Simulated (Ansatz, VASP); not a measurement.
## One calculation of MgO, two programs

Contents of INCAR:

```
SYSTEM = MgO
PREC     = Accurate       ! precision mode
ENCUT    = 520            ! plane-wave cutoff, eV
EDIFF    = 1E-6           ! SCF threshold, eV
ISMEAR   = 0              ! smearing method
SIGMA    = 0.05           ! smearing width, eV
LREAL    = .FALSE.        ! projectors in reciprocal space
LASPH    = .TRUE.         ! aspherical terms in the spheres
NELM     = 80             ! most SCF steps
ALGO     = Normal         ! electronic algorithm
ISIF     = 2              ! what is computed and relaxed
LWAVE    = .FALSE.        ! write WAVECAR
LCHARG   = .TRUE.         ! write CHGCAR
GGA      = PS             ! functional
LELF     = .TRUE.         ! ELF
LVHAR    = .TRUE.       
NBANDS   = 11             ! bands
```

File KPOINTS:

```
regular mesh
0
G
  10 10 10
  0 0 0
```

The input POSCAR:

```
MgO
1.0
    0.0000000000      2.1075959641      2.1075959641
    2.1075959641      0.0000000000      2.1075959641
    2.1075959641      2.1075959641      0.0000000000
Mg O
1 1
Direct
   -0.0063090101      0.0063090101      0.0441630709
    0.5095843797      0.4904156203      0.4329093420
```

Input for Ansatz:

```yaml
crystal:
  lattice:
    - [0.0, 2.1075959641, 2.1075959641]
    - [2.1075959641, 0.0, 2.1075959641]
    - [2.1075959641, 2.1075959641, 0.0]
  atoms:
    - { symbol: Mg, position: [-0.0063090101, 0.0063090101, 0.0441630709] }
    - { symbol: O, position: [0.5095843797, 0.4904156203, 0.432909342] }
basis:
  ecutwfc: 520.0
kpoints:
  mp_grid: { grid: [10, 10, 10] }
hamiltonian:
  xc: pbesol
  pseudopotentials: { kind: paw, azcp: { folder: soft_1 } }
scf:
  occupations: { method: gaussian, width: 0.05 }
output:
  forces: true
  stress: true
  eigenvalues: true
```

Change from the starting cell: mode 4 frozen in at -0.162 Å and mode 5 at -0.121 Å (largest displacements).

Alike in both runs: task single point; functional PBEsol; k mesh 10 × 10 × 10; occupations gaussian, width 0.05 eV; no spin polarisation.

|  | VASP | Ansatz |
| --- | --- | --- |
| version | VASP 6.6.1 | Ansatz 0.2.0 |
| potentials or method | VASP PAW PBE potentials, release 64 (Mg, O), cutoff 520 eV | scalar-relativistic, plane waves, PAW |
| valence electrons in the cell | 8 | 16 |

|  | VASP | Ansatz | Ansatz less VASP |
| --- | --- | --- | --- |
| gap on the k mesh at the Fermi level (eV) | 4.57 | 4.57 | 0.000 |
| least direct gap on the mesh (eV) | 4.57 | 4.57 | 0.000 |
| pressure (GPa) | 10.5 | 10.7 | +0.23 |
| traceless stress, the component that is largest in VASP (GPa) | -13.36 | -13.06 | +0.300 |
| rms of the force components (eV/Å) | 1.278 | 1.256 | -0.0219 |

VASP's potentials were made for PBE, not for PBEsol, and Ansatz warns of the same on its side. Atom by atom the forces differ by 0.022 eV/Å (rms over components). VASP's potentials hold 8 valence electrons a cell and Ansatz's 16, so a difference there can come from the potentials and not from the codes.
